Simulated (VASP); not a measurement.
**ZnO: single point with PBEsol**

The system is ZnO.

```xyz
4
Lattice="3.3866 0.0000 0.0000 -1.6933 2.9329 0.0000 0.0000 0.0000 7.1304" Properties=species:S:1:pos:R:3 pbc="T T T"
Zn    0.0000    0.0000    5.3478
Zn    0.0000    0.0000    1.7826
O     0.0000    1.9553    1.7826
O     1.6933    0.9776    5.3478
```

This cell differs from its parent crystal: strain +0.030 along x and y, +0.000 along z.

```
Program                : VASP 6.6.1
Task                   : single point
Functional             : PBEsol
Potentials or basis    : VASP PAW PBE potentials, release 64 (Zn, O)
Cutoff                 : 520 eV
k mesh                 : 9 × 9 × 4
Occupations            : gaussian, width 0.05 eV
Spin                   : no spin polarisation
Dipole correction      : no
Further INCAR settings : ALGO = Normal; EDIFF = 1e-06; NBANDS = 26
```

```
Pressure               : -10.1 GPa
Band gap on the k mesh : 0.69 eV
```

Stress tensor (GPa, compression positive):
```
-14.72   0.00   0.00
  0.00 -14.72   0.00
  0.00   0.00  -0.90
```

Levels at points of the mesh, in eV from the valence-band top:
```
           k point  band 16  band 17  band 18  band 19  band 20  band 21
(0.00, 0.00, 0.00)    -0.01     0.00     0.00     0.69     3.11     5.21
(0.00, 0.00, 0.50)     0.00     0.00     0.00     1.81     1.81     7.22
```

It took 100 s on 1 thread of Intel Xeon 8259CL (shared host), peak memory 0.22 GiB.

Caveat: the cell differs from its parent crystal (strain +0.030 along x and y, +0.000 along z); the cell stands under tension; the PAW data sets were made with another functional, which shifts forces and pressure a little; an odd mesh through Γ misses points on the zone boundary, where band edges can lie.
